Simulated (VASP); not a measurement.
# SnSe in VASP: further runs

Runs on SnSe. Level: LDA. Tasks: single point.

Everything below comes from runs of VASP 6.6.1. Logs are shortened: lines on timing, memory, paths and dates and some standing lists are left out, and cuts for length are marked.

**1. The cell of the first run**

Symmetry: Fm-3m, No. 225, cubic system. The conventional cell has a = 5.939 Å, b = 5.939 Å, c = 5.939 Å, α = 90.00°, β = 90.00°, γ = 90.00°. Within 3.9 Å of Sn (site symmetry m-3m) lie 6 Se at 2.97 Å. Within 3.9 Å of Se (site symmetry m-3m) lie 6 Sn at 2.97 Å.

**2. Single point, LDA (volume scaled by 0.96)**

INCAR reads:

```
SYSTEM = SnSe
PREC = Accurate
ENCUT = 520
EDIFF = 1E-6
ISMEAR = -1
SIGMA = 0.02
LREAL = .FALSE.
LASPH = .TRUE.
NELM = 80
ALGO = Normal
ISIF = 2
LWAVE = .FALSE.
LCHARG = .FALSE.
GGA = CA
NBANDS = 17
```

KPOINTS reads:

```
regular mesh
0
G
  9 9 9
  0 0 0
```

POSCAR reads:

```
SnSe
1.0
    0.0000000000      2.9693193375      2.9693193375
    2.9693193375      0.0000000000      2.9693193375
    2.9693193375      2.9693193375      0.0000000000
Sn Se
1 1
Direct
    0.0000000000      0.0000000000      0.0000000000
    0.5000000000      0.5000000000      0.5000000000
```

Potentials or basis: VASP PAW LDA potentials, release 64 (Sn_d, Se).

Run with:

```console
$ cat potpaw_LDA.64/Sn_d/POTCAR potpaw_LDA.64/Se/POTCAR > POTCAR
$ mpirun -np 1 vasp_std > vasp.out
```

OUTCAR:

```text
SYSTEM = SnSe
   PREC = Accurate
   ENCUT = 520
   EDIFF = 1E-6
   ISMEAR = -1
   LREAL = .FALSE.
   LASPH = .TRUE.
   NELM = 80
   ISIF = 2
   GGA = CA

 ion  position               nearest neighbor table
   1  0.000  0.000  0.000-   2 2.97   2 2.97   2 2.97   2 2.97   2 2.97   2 2.97
   2  0.500  0.500  0.500-   1 2.97   1 2.97   1 2.97   1 2.97   1 2.97   1 2.97

  LATTYP: Found a face centered cubic cell.
 ALAT       =     5.9386386750

  Lattice vectors:

 A1 = (   0.0000000000,   2.9693193375,   2.9693193375)
 A2 = (   2.9693193375,   0.0000000000,   2.9693193375)
 A3 = (   2.9693193375,   2.9693193375,   0.0000000000)

Analysis of symmetry for initial positions (statically):
=====================================================================
 Subroutine PRICEL returns:
 Original cell was already a primitive cell.

 Routine SETGRP: Setting up the symmetry group for a
 face centered cubic supercell.

 Subroutine GETGRP returns: Found 48 space group operations
 (whereof 48 operations were pure point group operations)
 out of a pool of 48 trial point group operations.

The static configuration has the point symmetry O_h .

Analysis of symmetry for dynamics (positions and initial velocities):
=====================================================================
 Subroutine PRICEL returns:
 Original cell was already a primitive cell.

 Routine SETGRP: Setting up the symmetry group for a
 face centered cubic supercell.

 Subroutine GETGRP returns: Found 48 space group operations
 (whereof 48 operations were pure point group operations)
 out of a pool of 48 trial point group operations.

The dynamic configuration has the point symmetry O_h .

 Subroutine INISYM returns: Found 48 space group operations
 (whereof 48 operations are pure point group operations),
 and found     1 'primitive' translations

----------------------------------------------------------------------------------------

                                     Primitive cell

  volume of cell :      52.3601

  direct lattice vectors                    reciprocal lattice vectors
     0.000000000  2.969319337  2.969319337    -0.168388760  0.168388760  0.168388760
     2.969319337  0.000000000  2.969319337     0.168388760 -0.168388760  0.168388760
     2.969319337  2.969319337  0.000000000     0.168388760  0.168388760 -0.168388760

  length of vectors
     4.199251678  4.199251678  4.199251678     0.291657887  0.291657887  0.291657887

  position of ions in fractional coordinates (direct lattice)
     0.000000000  0.000000000  0.000000000
     0.500000000  0.500000000  0.500000000

  ion indices of the primitive-cell ions
   primitive index   ion index
                 1           1
                 2           2

----------------------------------------------------------------------------------------

 KPOINTS: regular mesh

Automatic generation of k-mesh.
 Grid dimensions read from file:
 generate k-points for:    9    9    9

 Generating k-lattice:

  Cartesian coordinates                     Fractional coordinates (reciprocal lattice)
    -0.018709862  0.018709862  0.018709862     0.111111111  0.000000000  0.000000000
     0.018709862 -0.018709862  0.018709862     0.000000000  0.111111111  0.000000000
     0.018709862  0.018709862 -0.018709862     0.000000000  0.000000000  0.111111111

  Length of vectors
     0.032406432  0.032406432  0.032406432

  Shift w.r.t. Gamma in fractional coordinates (k-lattice)
     0.000000000  0.000000000  0.000000000

 Subroutine IBZKPT returns following result:
 ===========================================

 Found     35 irreducible k-points:

 Following reciprocal coordinates:
            Coordinates               Weight
  0.000000  0.000000  0.000000      1.000000
  0.111111  0.000000  0.000000      8.000000
  0.222222  0.000000  0.000000      8.000000
  0.333333  0.000000  0.000000      8.000000
  0.444444  0.000000  0.000000      8.000000
  0.111111  0.111111  0.000000      6.000000
[... 16 lines left out ...]
 -0.333333  0.333333  0.000000     12.000000
  0.444444  0.444444  0.000000      6.000000
 [... further k-points ...]
   k-points           NKPTS =     35   k-points in BZ     NKDIM =     35   number of bands    NBANDS=     17
   number of dos      NEDOS =    301   number of ions     NIONS =      2
   total plane-waves  NPLWV =  32768
   dimension x,y,z NGX =    32 NGY =   32 NGZ =   32
   dimension x,y,z NGXF=    64 NGYF=   64 NGZF=   64
   ions per type =               1   1
   NGX,Y,Z   is equivalent  to a cutoff of  12.67, 12.67, 12.67 a.u.
   NGXF,Y,Z  is equivalent  to a cutoff of  25.34, 25.34, 25.34 a.u.
 SYSTEM =  SnSe
   PREC   = accura    normal or accurate (medium, high low for compatibility)
   ISTART =      0    job   : 0-new  1-cont  2-samecut
   ICHARG =      2    charge: 1-file 2-atom 10-const
   ISPIN  =      1    spin polarized calculation?
   LNONCOLLINEAR =      F non collinear calculations
   LSORBIT =      F    spin-orbit coupling
   LASPH  =      T    aspherical Exc in radial PAW
   ENCUT  =  520.0 eV  38.22 Ry    6.18 a.u.   7.81  7.81  7.81*2*pi/ulx,y,z
   NELM   =     80;   NELMIN=  2; NELMDL= -5     # of ELM steps
   EDIFF  = 0.1E-05   stopping-criterion for ELM
   LREAL  =      F    real-space projection
   EDIFFG = 0.1E-04   stopping-criterion for IOM
   NSW    =      0    number of steps for IOM
   IBRION =     -1    ionic relax: 0-MD 1-quasi-New 2-CG
   NFREE  =      0    steps in history (QN), initial steepest desc. (CG)
   ISIF   =      2    stress and relaxation
   ISYM   =      2    0-nonsym 1-usesym 2-fastsym
   POTIM  = 0.5000    time-step for ionic-motion
   TEBEG  =    0.0;   TEEND  =   0.0 temperature during run
   PSTRESS=    0.0 pullay stress
   NELECT =      20.0000    total number of electrons
   NUPDOWN=      -1.0000    fix difference up-down
   EMIN   =  10.00;   EMAX   =-10.00  energy-range for DOS
   EFERMI =   0.00;   METHOD = LEGACY
   ISMEAR =    -1;   SIGMA  =   0.02  broadening in eV -4-tet -1-fermi 0-gaus
   EFERMI_NEDOS =   21; number of points for ismear=-14 and -15
   IALGO  =     38    algorithm
   IMIX   =      4    mixing-type and parameters
     AMIX     =   0.40;   BMIX     =  1.00
     AMIX_MAG =   1.60;   BMIX_MAG =  1.00
  volume/ion in A,a.u.               =      26.18       176.67
  Fermi-wavevector in a.u.,A,eV,Ry     =   1.187822  2.244658 19.196738  1.410920
  Thomas-Fermi vector in A             =   2.323965
   LORBIT       =      0    0 simple, 1 ext, 2 COOP (PROOUT), +10 PAW based schemes
   GGA     = CA    functional components
   LHFCALC =     F    Hartree Fock is set to
   AEXX    =    0.0000 exact exchange contribution
   IVDW    =     0    specifies the selected vdW correction
   LEPSILON=     F    determine dielectric tensor
   LRPA    =     F    only Hartree local field effects (RPA)
 non-spin polarized calculation
  energy-cutoff  :      520.00
  volume of cell :       52.36
 maximum number of plane-waves:      1422
   NGX = 15   NGY = 15   NGZ = 15

 number of electron      20.0000008 magnetization

 Free energy of the ion-electron system (eV)
  ---------------------------------------------------
  ext. energy  EPLUGINS =         0.00000000
  ---------------------------------------------------
  free energy    TOTEN  =        -9.49878158 eV

  energy without entropy =       -9.49878138  energy(sigma->0) =       -9.49878148

 E-fermi :   6.1087     XC(G=0): -10.0630

 val. band max:        5.8681643956   @ k =  -0.3333   0.1111   0.0000
 cond. band min:       6.3493251167   @ k =  -0.3333   0.1111   0.0000
 fundamental gap:      0.4811607211
 Fermi energy:         6.1087461025

 k-point     1 :       0.0000    0.0000    0.0000
  band No.  band energies     occupation
      1     -15.5990      2.00000
      2     -15.5990      2.00000
      3     -15.5953      2.00000
      4     -15.5953      2.00000
      5     -15.5953      2.00000
      6      -8.2560      2.00000
[... 9 lines left out ...]
     16      11.7114      0.00000
     17      13.9561      0.00000

 k-point     2 :       0.1111    0.0000    0.0000
  band No.  band energies     occupation
      1     -15.5998      2.00000
      2     -15.5998      2.00000
      3     -15.5949      2.00000
      4     -15.5937      2.00000
      5     -15.5937      2.00000
      6      -8.1620      2.00000
[... 9 lines left out ...]
     16      12.0211      0.00000
     17      14.9953      0.00000

 k-point     3 :       0.2222    0.0000    0.0000
  band No.  band energies     occupation
      1     -15.6026      2.00000
      2     -15.6026      2.00000
      3     -15.5940      2.00000
      4     -15.5893      2.00000
      5     -15.5893      2.00000
      6      -7.9004      2.00000
[... 9 lines left out ...]
     16      12.8154      0.00000
     17      16.8877      0.00000

 k-point     4 :       0.3333    0.0000    0.0000
  band No.  band energies     occupation
      1     -15.6059      2.00000
      2     -15.6059      2.00000
      3     -15.5932      2.00000
      4     -15.5840      2.00000
      5     -15.5840      2.00000
      6      -7.5473      2.00000
[... 9 lines left out ...]
     16      14.0409      0.00000
     17      17.9153      0.00000
[... 343 lines left out ...]
      1     -15.6263      2.00000
      2     -15.5969      2.00000
      3     -15.5954      2.00000
      4     -15.5788      2.00000
      5     -15.5763      2.00000
      6      -6.9427      2.00000
[... 9 lines left out ...]
     16      16.3481      0.00000
     17      18.3674      0.00000

 k-point    23 :      -0.3333    0.3333    0.0000
  band No.  band energies     occupation
      1     -15.6203      2.00000
      2     -15.5994      2.00000
      3     -15.5909      2.00000
      4     -15.5829      2.00000
      5     -15.5788      2.00000
      6      -6.9692      2.00000
[... 9 lines left out ...]
     16      14.9987      0.00000
     17      17.6419      0.00000

 k-point    24 :       0.4444    0.4444    0.0000
  band No.  band energies     occupation
      1     -15.6338      2.00000
      2     -15.6031      2.00000
      3     -15.5900      2.00000
      4     -15.5744      2.00000
      5     -15.5744      2.00000
      6      -6.9596      2.00000
[... 9 lines left out ...]
     16      17.8611      0.00000
     17      18.6695      0.00000

 [... further k-points ...]

------------------------ aborting loop because EDIFF is reached ----------------------------------------

  FORCE on cell =-STRESS in cart. coord.  units (eV):
  Direction    XX          YY          ZZ          XY          YZ          ZX
  --------------------------------------------------------------------------------------
  -------------------------------------------------------------------------------------
  Total       -0.3573595     -0.3573595     -0.3573595     -0.0000000     -0.0000000      0.0000000
  in kB      -10.9349099    -10.9349099    -10.9349099     -0.0000000     -0.0000000      0.0000000
  external PRESSURE =     -10.9349099 kB  Pullay stress =       0.0000000 kB

 VOLUME and BASIS-vectors are now :
 -----------------------------------------------------------------------------
  energy-cutoff  :      520.00
  volume of cell :       52.36
      direct lattice vectors                 reciprocal lattice vectors
     0.000000000  2.969319337  2.969319337    -0.168388760  0.168388760  0.168388760
     2.969319337  0.000000000  2.969319337     0.168388760 -0.168388760  0.168388760
     2.969319337  2.969319337  0.000000000     0.168388760  0.168388760 -0.168388760

 POSITION                                       TOTAL-FORCE (eV/Angst)
 -----------------------------------------------------------------------------------
      0.00000      0.00000      0.00000         0.000000     -0.000000      0.000000
      2.96932      2.96932      2.96932         0.000000      0.000000     -0.000000
 -----------------------------------------------------------------------------------
    total drift:                                0.000000     -0.000000     -0.000000

  FREE ENERGIE OF THE ION-ELECTRON SYSTEM (eV)
  ---------------------------------------------------
  free  energy   TOTEN  =        -9.4987815804 eV

  energy  without entropy=       -9.4987813755  energy(sigma->0) =       -9.49878148
```

Run time: 8 s. Hardware: 1 thread of Intel Xeon 6975P-C, shared host; peak memory 0.17 GiB.

What came out:

```yaml
Free_energy: -9.4988 eV
Pressure: -1.1 GPa
```

Levels at points of the mesh, in eV from the Fermi level:
```
           k point  band 8  band 9  band 10  band 11  band 12  band 13
(0.00, 0.00, 0.00)   -2.50   -2.50    -2.50     4.16     4.16     4.16
```

Caveat: this odd mesh misses L, where the gap lies, so gap, dielectric constants and Born charges aren't listed; spin-orbit coupling is left out, which moves the levels of the heavy elements.

**3. Single point, LDA (volume scaled by 0.99)**

INCAR reads:

```
SYSTEM = SnSe
ALGO = Normal ; EDIFF = 1E-7
ENCUT = 520 ; ISIF = 2
ISMEAR = -1 ; LASPH = .True.
LCHARG = .True. ; LELF = .True.
LREAL = .False. ; LVHAR = .True.
LWAVE = .False. ; NBANDS = 17
NELM = 100 ; PREC = Accurate
SIGMA = 0.02
```

KPOINTS reads:

```
k-points
0
Gamma
  9 9 9
  0 0 0
```

POSCAR reads:

```
SnSe
1.0
    0.0000000000      2.9999330352      2.9999330352
    2.9999330352      0.0000000000      2.9999330352
    2.9999330352      2.9999330352      0.0000000000
Sn Se
1 1
Direct
    0.0000000000      0.0000000000      0.0000000000
    0.5000000000      0.5000000000      0.5000000000
```

Potentials or basis: VASP PAW LDA potentials, release 64 (Sn_d, Se).

Run with:

```console
$ cat potpaw_LDA.64/Sn_d/POTCAR potpaw_LDA.64/Se/POTCAR > POTCAR
$ mpirun -np 1 vasp_std > vasp.out
```

It took 9.8 s on 1 thread of Intel Xeon 6975P-C, shared host; peak memory 0.17 GiB.

Results (log left out):

* Free energy: -9.4793 eV
* Pressure: -2.7 GPa

Levels at points of the mesh, in eV from the Fermi level:
```csv
k point,band 6,band 7,band 8,band 9,band 10,band 11,band 12,band 13,band 14,band 15
"(0.00, 0.00, 0.00)",-14.12,-5.34,-2.38,-2.38,-2.38,4.07,4.07,4.07,5.66,5.66
```

Caveat: this odd mesh misses L, where the gap lies, so gap, dielectric constants and Born charges aren't listed; spin-orbit coupling is left out, which moves the levels of the heavy elements.

**4. Single point, LDA (volume scaled by 1.02)**

INCAR reads:

```
SYSTEM = SnSe
  PREC = Accurate
  ENCUT = 520
  EDIFF = 1E-6
  ISMEAR = -1
  SIGMA = 0.02
  LREAL = .False.
  LASPH = .True.
  NELM = 60
  ALGO = Normal
  ISIF = 2
  LWAVE = .False.
  LCHARG = .False.
  NBANDS = 17
```

KPOINTS reads:

```
regular mesh
0
Gamma
  9 9 9
  0 0 0
```

POSCAR reads:

```
SnSe
1.0
    0.0000000000      3.0299343558      3.0299343558
    3.0299343558      0.0000000000      3.0299343558
    3.0299343558      3.0299343558      0.0000000000
Sn Se
1 1
Direct
    0.0000000000      0.0000000000      0.0000000000
    0.5000000000      0.5000000000      0.5000000000
```

Run with:

```console
$ cat potpaw_LDA.64/Sn_d/POTCAR potpaw_LDA.64/Se/POTCAR > POTCAR
$ mpirun -np 1 vasp_std > vasp.out
```

Run time: 8.1 s. Hardware: 1 thread of Intel Xeon 6975P-C, shared host; peak memory 0.17 GiB.

Results (log left out):

| Item | Value |
| --- | --- |
| Free energy | -9.4450 eV |
| Pressure | -4.0 GPa |

Levels at points of the mesh, in eV from the Fermi level:
```tsv
k point	band 7	band 8	band 9	band 10	band 11	band 12	band 13	band 14
(0.00, 0.00, 0.00)	-5.41	-2.27	-2.27	-2.27	3.98	3.98	3.98	5.72
```

Caveat: this odd mesh misses L, where the gap lies, so gap, dielectric constants and Born charges aren't listed; spin-orbit coupling is left out, which moves the levels of the heavy elements.

**5. Single point, LDA (volume scaled by 1.06)**

INCAR reads:

```
ALGO     = Normal         # electronic algorithm
EDIFF    = 1E-7           # SCF threshold, eV
ENCUT    = 520            # plane-wave cutoff, eV
GGA      = CA             # functional
ISIF     = 2              # what is computed and relaxed
ISMEAR   = -1             # smearing method
LASPH    = T              # aspherical terms in the spheres
LCHARG   = F              # write CHGCAR
LREAL    = F              # projectors in reciprocal space
LWAVE    = F              # write WAVECAR
NBANDS   = 17             # bands
NELM     = 80             # most SCF steps
PREC     = Accurate       # precision mode
SIGMA    = 0.02           # smearing width, eV
```

KPOINTS reads:

```
k-points
0
Gamma
  9 9 9
```

POSCAR reads:

```
SnSe
1.0
    0.0000000000      3.0690345955      3.0690345955
    3.0690345955      0.0000000000      3.0690345955
    3.0690345955      3.0690345955      0.0000000000
Sn Se
1 1
Direct
    0.0000000000      0.0000000000      0.0000000000
    0.5000000000      0.5000000000      0.5000000000
```

Run with:

```console
$ cat potpaw_LDA.64/Sn_d/POTCAR potpaw_LDA.64/Se/POTCAR > POTCAR
$ mpirun -np 1 vasp_std > vasp.out
```

Wall time 11 s (1 thread of Intel Xeon 6975P-C, shared host); peak memory 0.17 GiB.

The run converged. Its results:

- Free energy: -9.3800 eV
- Pressure: -5.5 GPa

Levels at points of the mesh, in eV from the Fermi level:
```
           k point  band 6  band 7  band 8  band 9  band 10  band 11  band 12  band 13  band 14  band 15
(0.00, 0.00, 0.00)  -13.63   -5.50   -2.14   -2.14    -2.14     3.86     3.86     3.86     5.79     5.79
```

Caveat: this odd mesh misses L, where the gap lies, so gap, dielectric constants and Born charges aren't listed; spin-orbit coupling is left out, which moves the levels of the heavy elements.

**6. Single point, LDA (equal xx and yy strain of -3 %)**

INCAR reads:

```
ALGO     = Normal         # electronic algorithm
EDIFF    = 1E-6           # SCF threshold, eV
ENCUT    = 520            # plane-wave cutoff, eV
GGA      = CA             # functional
ISIF     = 2              # what is computed and relaxed
ISMEAR   = -1             # smearing method
LASPH    = True           # aspherical terms in the spheres
LCHARG   = False          # write CHGCAR
LREAL    = False          # projectors in reciprocal space
LWAVE    = False          # write WAVECAR
NBANDS   = 17             # bands
NELM     = 80             # most SCF steps
PREC     = Accurate       # precision mode
SIGMA    = 0.02           # smearing width, eV
```

KPOINTS is that of step 5.

POSCAR reads:

```
SnSe
1.0
    0.0000000000      2.9197000000      3.0100000000
    2.9197000000      0.0000000000      3.0100000000
    2.9197000000      2.9197000000      0.0000000000
Sn Se
1 1
Direct
    0.0000000000      0.0000000000      0.0000000000
    0.5000000000      0.5000000000      0.5000000000
```

Potentials or basis: VASP PAW LDA potentials, release 64 (Sn_d, Se).

Run with:

```console
$ cat potpaw_LDA.64/Sn_d/POTCAR potpaw_LDA.64/Se/POTCAR > POTCAR
$ mpirun -np 1 vasp_std > vasp.out
```

Wall time 25 s (1 thread of Intel Xeon 6975P-C, shared host); peak memory 0.2 GiB.

The run converged. Its results:

```
Free energy            : -9.4882 eV
Pressure               : 0.2 GPa
Band gap on the k mesh : 0.28 eV, indirect (least direct gap 0.36 eV)
```

Stress tensor (GPa, compression positive):
```
 1.61  0.00  0.00
 0.00  1.61  0.00
 0.00  0.00 -2.59
```

Levels at points of the mesh, in eV from the valence-band top:
| k point | band 7 | band 8 | band 9 | band 10 | band 11 | band 12 | band 13 | band 14 |
| --- | --- | --- | --- | --- | --- | --- | --- | --- |
| (0.00, 0.00, 0.00) | -5.12 | -2.59 | -2.59 | -2.29 | 3.81 | 4.56 | 4.56 | 5.50 |

Caveat: the cell differs from its parent crystal (equal xx and yy strain of -3 %); spin-orbit coupling is left out, which moves the levels of the heavy elements.

**7. The runs side by side**

```tsv
cell	pressure (GPa)
a = 4.199 Å, angles 60.0°, 2 atoms	-1.1
a = 4.243 Å, angles 60.0°, 2 atoms	-2.7
a = 4.285 Å, angles 60.0°, 2 atoms	-4.0
a = 4.340 Å, angles 60.0°, 2 atoms	-5.5
a = 4.193, b = 4.193, c = 4.129 Å, angles 60.5, 60.5, 59.0°, 2 atoms	0.2
```

Alike in all rows: task single point; level LDA; potentials or basis VASP PAW LDA potentials, release 64 (Sn_d, Se); no spin polarisation; k mesh 9 × 9 × 9; cutoff (eV) 520; smearing fermi-dirac 0.02 eV.

Caveats: spin-orbit coupling is left out, which moves the levels of the heavy elements.

Total energies depend on the potentials used, so only differences within one code and one set of settings carry meaning.
